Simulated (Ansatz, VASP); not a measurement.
## Two plane-wave programs on MnO2

Contents of INCAR:

```
ALGO = Normal ; EDIFF = 1E-7
ENCUT = 520 ; GGA = PE
ISIF = 2 ; ISMEAR = 0
ISPIN = 2 ; LASPH = T
LCHARG = T ; LELF = T
LMAXMIX = 4 ; LORBIT = 11
LREAL = F ; LVHAR = T
LWAVE = F ; MAGMOM = 4 0 0
NBANDS = 24 ; NELM = 150
PREC = Accurate ; SIGMA = 0.1
```

The input KPOINTS:

```
k-points
0
Gamma
  6 6 6
```

File POSCAR:

```
MnO2
1.0
    1.4284348394      0.8247072390      4.5839315268
   -1.4284348394      0.8247072390      4.5839315268
    0.0000000000     -1.6494144781      4.5839315268
Mn O
1 2
Direct
    0.0000000000      0.0000000000      0.0000000000
    0.2643644900      0.2643644900      0.2643644900
    0.7356355100      0.7356355100      0.7356355100
```

Input for Ansatz:

```yaml
crystal:
  lattice:
    - [1.4284348394, 0.824707239, 4.5839315268]
    - [-1.4284348394, 0.824707239, 4.5839315268]
    - [0.0, -1.6494144781, 4.5839315268]
  atoms:
    - { symbol: Mn, position: [0.0, 0.0, 0.0], spin: 4.0 }
    - { symbol: O, position: [0.26436449, 0.26436449, 0.26436449] }
    - { symbol: O, position: [0.73563551, 0.73563551, 0.73563551] }
basis:
  ecutwfc: 420
kpoints:
  mp_grid: { grid: [6, 6, 6] }
hamiltonian:
  xc: pbe
scf:
  occupations: { method: gaussian, width: 0.1 }
  self_checks: high
output:
  forces: false
  stress: false
  eigenvalues: true
  populations: true
magnetization:
  spin_polarized: true
```

Alike in both runs: task single point; functional PBE; k mesh 6 × 6 × 6; occupations gaussian, width 0.1 eV; collinear spin.

|  | VASP | Ansatz |
| --- | --- | --- |
| version | VASP 6.6.1 | Ansatz 0.2.0 |
| potentials or method | VASP PAW PBE potentials, release 64 (Mn_pv, O), cutoff 520 eV | scalar-relativistic, plane waves, PAW |
| valence electrons in the cell | 25 | 27 |

```csv
,VASP,Ansatz,Ansatz less VASP
gap on the k mesh at the Fermi level (eV),0.86,0.90,+0.035
least direct gap on the mesh (eV),0.91,0.94,+0.037
net moment per atom (μB),1.00,1.00,0.000
size of the moment on the site where the two differ most (μB),2.84,2.49,-0.345
```

Site moments also hang on the region over which each program counts them. With one functional, cell and mesh, what is left measures potentials, basis and numerics. VASP's potentials hold 25 valence electrons a cell and Ansatz's 27, so a difference there can come from the potentials and not from the codes.

The k mesh is coarse, so the values compare programs but aren't converged.
